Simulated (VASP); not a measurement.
**Se: single point with PBEsol**

The system is Se.

```
CELL_PARAMETERS angstrom
2.79220 0.00000 0.00000
0.00000 2.79220 0.00000
0.00000 0.00000 2.79220
ATOMIC_POSITIONS crystal
Se 0.00000 0.00000 0.00000
```

This isn't the form of Se at room conditions, which is trigonal, of chains.

```
Program             : VASP 6.6.1
Task                : single point
Functional          : PBEsol
Potentials or basis : VASP PAW PBE potentials, release 64 (Se)
Cutoff              : 520 eV
k mesh              : 12 × 12 × 12
Occupations         : fermi-dirac, width 0.136057 eV
Spin                : no spin polarisation
```

```
Pressure               : -0.2 GPa
Band gap on the k mesh : zero (bands 3 and 4 overlap by 6.43 eV)
```

Levels at points of the mesh, in eV from the Fermi level:
| k point | band 1 | band 2 | band 3 | band 4 | band 5 | band 6 |
| --- | --- | --- | --- | --- | --- | --- |
| (0.00, 0.00, 0.00) | -16.40 | 1.44 | 1.44 | 1.44 | 7.66 | 7.66 |
| (0.50, 0.00, 0.00) | -14.18 | -7.33 | 2.96 | 2.96 | 9.93 | 11.72 |
| (0.50, 0.50, 0.00) | -11.98 | -5.28 | -5.28 | 2.57 | 4.34 | 13.62 |
| (0.50, 0.50, 0.50) | -9.71 | -3.47 | -3.47 | -3.47 | 5.62 | 5.62 |

Run time: 18 s on 1 thread of Intel Xeon 8259CL, with other jobs on the host, peak memory 0.15 GiB.

Caveat: the PAW data sets were made with another functional, which shifts forces and pressure a little.
